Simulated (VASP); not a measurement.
A run of VASP 6.6.1 is set up as follows.

INCAR

```
SYSTEM = LiH
PREC = Accurate
ENCUT = 520
EDIFF = 1E-7
ISMEAR = 0
SIGMA = 0.01
LREAL = .FALSE.
LASPH = .TRUE.
NELM = 80
ALGO = Normal
ISIF = 2
LWAVE = .FALSE.
LCHARG = .FALSE.
NBANDS = 9
```

The input KPOINTS:

```
Automatic mesh
0
G
  10 10 10
  0 0 0
```

POSCAR

```
LiH
1.0
    0.0000000000      1.9642269076      1.9642269076
    1.9642269076      0.0000000000      1.9642269076
    1.9642269076      1.9642269076      0.0000000000
Li H
1 1
Direct
    0.0000000000      0.0000000000      0.0000000000
    0.5000000000      0.5000000000      0.5000000000
```

Potentials or basis: VASP PAW LDA potentials, release 64 (Li_sv, H).

The run is started by

```sh
$ cat potpaw_LDA.64/Li_sv/POTCAR potpaw_LDA.64/H/POTCAR > POTCAR
$ mpirun -np 1 vasp_std > vasp.out
```

(1) Predict the band gap on the k mesh.

## Answers

(1) 2.55 eV, direct.
